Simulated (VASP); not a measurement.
# CoSi (CsCl type) (Pm-3m) in VASP: a series of runs

The runs below take CoSi (CsCl type) through single point, with PBE.

All numbers are computed with VASP 6.6.1; they aren't measurements. Logs are shortened: lines on timing, memory, paths and dates and some standing lists are left out, and cuts for length are marked.

## Step 1: The cell of the first run

The structure is cubic, space group Pm-3m (No. 221). The conventional cell has a = 2.436 Å, b = 2.436 Å, c = 2.436 Å, α = 90.00°, β = 90.00°, γ = 90.00°. Co (site symmetry m-3m) has 8 Si at 2.11 Å and 6 Co at 2.44 Å within 2.8 Å. Si (site symmetry m-3m) has 8 Co at 2.11 Å and 6 Si at 2.44 Å within 2.8 Å.

## Step 2: Single point, PBE

File INCAR:

```
ALGO = Normal ; EDIFF = 1E-6
ENCUT = 520 ; GGA = PE
ISIF = 2 ; ISMEAR = -1
LASPH = True ; LCHARG = False
LREAL = False ; LWAVE = False
NBANDS = 14 ; NELM = 80
PREC = Accurate ; SIGMA = 0.05
```

File KPOINTS:

```
k-points
0
Gamma
  16 16 16
```

File POSCAR:

```
CoSi
1.0
    2.4362277606      0.0000000000      0.0000000000
    0.0000000000      2.4362277606      0.0000000000
    0.0000000000      0.0000000000      2.4362277606
Co Si
1 1
Direct
    0.0000000000      0.0000000000      0.0000000000
    0.5000000000      0.5000000000      0.5000000000
```

Potentials or basis: VASP PAW PBE potentials, release 64 (Co, Si).

On the command line:

```sh
> cat potpaw_PBE.64/Co/POTCAR potpaw_PBE.64/Si/POTCAR > POTCAR
> mpirun -np 1 vasp_std > vasp.out
```

OUTCAR:

```text
EDIFF = 1E-6
   ENCUT = 520
   GGA = PE
   ISIF = 2
   ISMEAR = -1
   LASPH = True
   LREAL = False
   NELM = 80
   PREC = Accurate

 ion  position               nearest neighbor table
   1  0.000  0.000  0.000-   2 2.11   2 2.11   2 2.11   2 2.11   2 2.11   2 2.11   2 2.11   2 2.11

   2  0.500  0.500  0.500-   1 2.11   1 2.11   1 2.11   1 2.11   1 2.11   1 2.11   1 2.11   1 2.11

  LATTYP: Found a simple cubic cell.
 ALAT       =     2.4362277606

  Lattice vectors:

 A1 = (   2.4362277606,   0.0000000000,   0.0000000000)
 A2 = (   0.0000000000,   2.4362277606,   0.0000000000)
 A3 = (   0.0000000000,   0.0000000000,   2.4362277606)

Analysis of symmetry for initial positions (statically):
=====================================================================
 Subroutine PRICEL returns:
 Original cell was already a primitive cell.

 Routine SETGRP: Setting up the symmetry group for a
 simple cubic supercell.

 Subroutine GETGRP returns: Found 48 space group operations
 (whereof 48 operations were pure point group operations)
 out of a pool of 48 trial point group operations.

The static configuration has the point symmetry O_h .

Analysis of symmetry for dynamics (positions and initial velocities):
=====================================================================
 Subroutine PRICEL returns:
 Original cell was already a primitive cell.

 Routine SETGRP: Setting up the symmetry group for a
 simple cubic supercell.

 Subroutine GETGRP returns: Found 48 space group operations
 (whereof 48 operations were pure point group operations)
 out of a pool of 48 trial point group operations.

The dynamic configuration has the point symmetry O_h .

 Subroutine INISYM returns: Found 48 space group operations
 (whereof 48 operations are pure point group operations),
 and found     1 'primitive' translations

----------------------------------------------------------------------------------------

                                     Primitive cell

  volume of cell :      14.4595

  direct lattice vectors                    reciprocal lattice vectors
     2.436227761  0.000000000  0.000000000     0.410470653  0.000000000  0.000000000
     0.000000000  2.436227761  0.000000000     0.000000000  0.410470653  0.000000000
     0.000000000  0.000000000  2.436227761     0.000000000  0.000000000  0.410470653

  length of vectors
     2.436227761  2.436227761  2.436227761     0.410470653  0.410470653  0.410470653

  position of ions in fractional coordinates (direct lattice)
     0.000000000  0.000000000  0.000000000
     0.500000000  0.500000000  0.500000000

  ion indices of the primitive-cell ions
   primitive index   ion index
                 1           1
                 2           2

----------------------------------------------------------------------------------------

 KPOINTS: k-points

Automatic generation of k-mesh.
 Grid dimensions read from file:
 generate k-points for:   16   16   16

 Generating k-lattice:

  Cartesian coordinates                     Fractional coordinates (reciprocal lattice)
     0.025654416  0.000000000  0.000000000     0.062500000  0.000000000  0.000000000
     0.000000000  0.025654416  0.000000000     0.000000000  0.062500000  0.000000000
     0.000000000  0.000000000  0.025654416     0.000000000  0.000000000  0.062500000

  Length of vectors
     0.025654416  0.025654416  0.025654416

  Shift w.r.t. Gamma in fractional coordinates (k-lattice)
     0.000000000  0.000000000  0.000000000

 Subroutine IBZKPT returns following result:
 ===========================================

 Found    165 irreducible k-points:

 Following reciprocal coordinates:
            Coordinates               Weight
  0.000000  0.000000  0.000000      1.000000
  0.062500  0.000000  0.000000      6.000000
  0.125000  0.000000  0.000000      6.000000
  0.187500  0.000000  0.000000      6.000000
  0.250000  0.000000  0.000000      6.000000
  0.312500  0.000000  0.000000      6.000000
[... 16 lines left out ...]
  0.437500  0.125000  0.000000     24.000000
  0.500000  0.125000  0.000000     12.000000
 [... further k-points ...]
   k-points           NKPTS =    165   k-points in BZ     NKDIM =    165   number of bands    NBANDS=     14
   number of dos      NEDOS =    301   number of ions     NIONS =      2
   total plane-waves  NPLWV =   5832
   dimension x,y,z NGX =    18 NGY =   18 NGZ =   18
   dimension x,y,z NGXF=    36 NGYF=   36 NGZF=   36
   ions per type =               1   1
   NGX,Y,Z   is equivalent  to a cutoff of  12.28, 12.28, 12.28 a.u.
   NGXF,Y,Z  is equivalent  to a cutoff of  24.57, 24.57, 24.57 a.u.
 SYSTEM =  unknown system
   PREC   = accura    normal or accurate (medium, high low for compatibility)
   ISTART =      0    job   : 0-new  1-cont  2-samecut
   ICHARG =      2    charge: 1-file 2-atom 10-const
   ISPIN  =      1    spin polarized calculation?
   LNONCOLLINEAR =      F non collinear calculations
   LSORBIT =      F    spin-orbit coupling
   LASPH  =      T    aspherical Exc in radial PAW
   ENCUT  =  520.0 eV  38.22 Ry    6.18 a.u.   4.53  4.53  4.53*2*pi/ulx,y,z
   NELM   =     80;   NELMIN=  2; NELMDL= -5     # of ELM steps
   EDIFF  = 0.1E-05   stopping-criterion for ELM
   LREAL  =      F    real-space projection
   EDIFFG = 0.1E-04   stopping-criterion for IOM
   NSW    =      0    number of steps for IOM
   IBRION =     -1    ionic relax: 0-MD 1-quasi-New 2-CG
   NFREE  =      0    steps in history (QN), initial steepest desc. (CG)
   ISIF   =      2    stress and relaxation
   ISYM   =      2    0-nonsym 1-usesym 2-fastsym
   POTIM  = 0.5000    time-step for ionic-motion
   TEBEG  =    0.0;   TEEND  =   0.0 temperature during run
   PSTRESS=    0.0 pullay stress
   NELECT =      13.0000    total number of electrons
   NUPDOWN=      -1.0000    fix difference up-down
   EMIN   =  10.00;   EMAX   =-10.00  energy-range for DOS
   EFERMI =   0.00;   METHOD = LEGACY
   ISMEAR =    -1;   SIGMA  =   0.05  broadening in eV -4-tet -1-fermi 0-gaus
   EFERMI_NEDOS =   21; number of points for ismear=-14 and -15
   IALGO  =     38    algorithm
   IMIX   =      4    mixing-type and parameters
     AMIX     =   0.40;   BMIX     =  1.00
     AMIX_MAG =   1.60;   BMIX_MAG =  1.00
  volume/ion in A,a.u.               =       7.23        48.79
  Fermi-wavevector in a.u.,A,eV,Ry     =   1.580052  2.985865 33.967822  2.496564
  Thomas-Fermi vector in A             =   2.680338
   LORBIT       =      0    0 simple, 1 ext, 2 COOP (PROOUT), +10 PAW based schemes
   GGA     = PE    functional components
   LHFCALC =     F    Hartree Fock is set to
   AEXX    =    0.0000 exact exchange contribution
   IVDW    =     0    specifies the selected vdW correction
   LEPSILON=     F    determine dielectric tensor
   LRPA    =     F    only Hartree local field effects (RPA)
 non-spin polarized calculation
  energy-cutoff  :      520.00
  volume of cell :       14.46
 maximum number of plane-waves:       402
   NGX =  9   NGY =  9   NGZ =  9

 number of electron      12.9999999 magnetization

 Free energy of the ion-electron system (eV)
  ---------------------------------------------------
  ext. energy  EPLUGINS =         0.00000000
  ---------------------------------------------------
  free energy    TOTEN  =       -10.07398424 eV

  energy without entropy =      -10.06434048  energy(sigma->0) =      -10.06916236

 E-fermi :  20.4992     XC(G=0): -15.0953

 val. band max:       20.4918341812   @ k =   0.3750   0.3125   0.1250
 cond. band min:      20.5061214861   @ k =   0.5000   0.4375   0.3750
 fundamental gap:      0.0142873049
 Fermi energy:        20.4991961939

 k-point     1 :       0.0000    0.0000    0.0000
  band No.  band energies     occupation
      1       2.2543      2.00000
      2      13.6226      2.00000
      3      13.6226      2.00000
      4      18.2244      2.00000
      5      18.2244      2.00000
      6      18.2244      2.00000
      7      24.9625      0.00000
      8      24.9625      0.00000
      9      24.9625      0.00000
     10      29.2094      0.00000
     11      29.2094      0.00000
     12      41.3911      0.00000
     13      44.7656      0.00000
     14      44.7656      0.00000

 k-point     2 :       0.0625    0.0000    0.0000
  band No.  band energies     occupation
      1       2.3568      2.00000
      2      13.5959      2.00000
      3      13.6693      2.00000
      4      18.1128      2.00000
      5      18.1128      2.00000
      6      18.2356      2.00000
      7      24.3018      0.00000
      8      25.1458      0.00000
      9      25.1458      0.00000
     10      29.1117      0.00000
     11      29.8988      0.00000
     12      41.6309      0.00000
     13      43.7984      0.00000
     14      43.7984      0.00000

 k-point     3 :       0.1250    0.0000    0.0000
  band No.  band energies     occupation
      1       2.6620      2.00000
      2      13.4847      2.00000
      3      13.8056      2.00000
      4      17.8186      2.00000
      5      17.8186      2.00000
      6      18.2676      2.00000
      7      23.0348      0.00000
      8      25.6570      0.00000
      9      25.6570      0.00000
     10      28.8276      0.00000
     11      31.2645      0.00000
     12      42.0894      0.00000
     13      42.0894      0.00000
     14      42.3538      0.00000
[... 324 lines left out ...]
 k-point    23 :       0.4375    0.1250    0.0000
  band No.  band energies     occupation
      1       7.1185      2.00000
      2       9.6984      2.00000
      3      15.0784      2.00000
      4      15.8367      2.00000
      5      16.2701      2.00000
      6      18.1842      2.00000
      7      20.2381      1.98927
      8      26.1291      0.00000
      9      29.3243      0.00000
     10      31.2852      0.00000
     11      33.0028      0.00000
     12      34.0118      0.00000
     13      38.6034      0.00000
     14      41.2248      0.00000

 k-point    24 :       0.5000    0.1250    0.0000
  band No.  band energies     occupation
      1       7.9791      2.00000
      2       8.7926      2.00000
      3      15.2169      2.00000
      4      15.7170      2.00000
      5      16.2104      2.00000
      6      18.1975      2.00000
      7      20.2193      1.99262
      8      26.1601      0.00000
      9      29.5073      0.00000
     10      32.3165      0.00000
     11      32.5878      0.00000
     12      32.8941      0.00000
     13      39.0073      0.00000
     14      40.9501      0.00000

 [... further k-points ...]
[... 5 lines left out ...]
  --------------------------------------------------------------------------------------
  -------------------------------------------------------------------------------------
  Total       19.1559519     19.1559519     19.1559519      0.0000000      0.0000000     -0.0000000
  in kB     2122.5633305   2122.5633305   2122.5633305      0.0000000      0.0000000     -0.0000000
  external PRESSURE =    2122.5633305 kB  Pullay stress =       0.0000000 kB

 VOLUME and BASIS-vectors are now :
 -----------------------------------------------------------------------------
  energy-cutoff  :      520.00
  volume of cell :       14.46
      direct lattice vectors                 reciprocal lattice vectors
     2.436227761  0.000000000  0.000000000     0.410470653  0.000000000  0.000000000
     0.000000000  2.436227761  0.000000000     0.000000000  0.410470653  0.000000000
     0.000000000  0.000000000  2.436227761     0.000000000  0.000000000  0.410470653

 POSITION                                       TOTAL-FORCE (eV/Angst)
 -----------------------------------------------------------------------------------
      0.00000      0.00000      0.00000         0.000000      0.000000      0.000000
      1.21811      1.21811      1.21811         0.000000      0.000000      0.000000
 -----------------------------------------------------------------------------------
    total drift:                               -0.000000     -0.000000      0.000000

  FREE ENERGIE OF THE ION-ELECTRON SYSTEM (eV)
  ---------------------------------------------------
  free  energy   TOTEN  =       -10.0739842440 eV

  energy  without entropy=      -10.0643404798  energy(sigma->0) =      -10.06916236
```

Wall time 19 s (1 thread of Intel Xeon 8259CL, shared host); peak memory 0.15 GiB.

Results:

```yaml
Free_energy: -10.0740 eV
Pressure: 212.3 GPa
Band_gap_on_the_k_mesh: zero (an odd number of electrons rules out a gap without spin polarisation)
```

Caveat: the cell stands under pressure; the run has no spin polarisation, though such a crystal can be magnetic.

## Step 3: Single point, PBE

File INCAR:

```
ALGO = Normal
EDIFF = 1E-6
ENCUT = 520
GGA = PE
ISIF = 2
ISMEAR = -1
LASPH = T
LCHARG = F
LREAL = F
LWAVE = F
NBANDS = 14
NELM = 100
PREC = Accurate
SIGMA = 0.05
```

KPOINTS is that of step 2.

File POSCAR:

```
CoSi
1.0
    2.4361022607      0.0000000000      0.0000000000
    0.0000000000      2.4361022607      0.0000000000
    0.0000000000      0.0000000000      2.4361022607
Co Si
1 1
Direct
    0.0000000000      0.0000000000      0.0000000000
    0.5000000000      0.5000000000      0.5000000000
```

Potentials or basis: VASP PAW PBE potentials, release 64 (Co, Si).

On the command line:

```sh
> cat potpaw_PBE.64/Co/POTCAR potpaw_PBE.64/Si/POTCAR > POTCAR
> mpirun -np 1 vasp_std > vasp.out
```

It took 21 s on 1 thread of Intel Xeon 8259CL, shared host; peak memory 0.15 GiB.

The run converged. Its results:

```yaml
Free_energy: -10.0710 eV
Pressure: 212.4 GPa
Band_gap_on_the_k_mesh: zero (an odd number of electrons rules out a gap without spin polarisation)
```

Levels at points of the mesh, in eV from the Fermi level:
```csv
k point,band 4,band 5,band 6,band 7,band 8,band 9,band 10,band 11
"(0.00, 0.00, 0.00)",-2.28,-2.28,-2.28,4.46,4.46,4.46,8.71,8.71
"(0.50, 0.00, 0.00)",-4.36,-4.36,-1.97,-0.24,5.77,11.02,11.02,12.44
"(0.50, 0.50, 0.00)",-6.57,-3.85,-3.85,-0.87,3.09,3.89,12.03,17.13
"(0.50, 0.50, 0.50)",-0.79,-0.79,0.70,0.70,0.70,1.36,5.71,5.71
```

Caveat: the cell stands under pressure; the run has no spin polarisation, though such a crystal can be magnetic. Spin polarisation is off, so any magnetic state and its effect on volume and gap are missing.
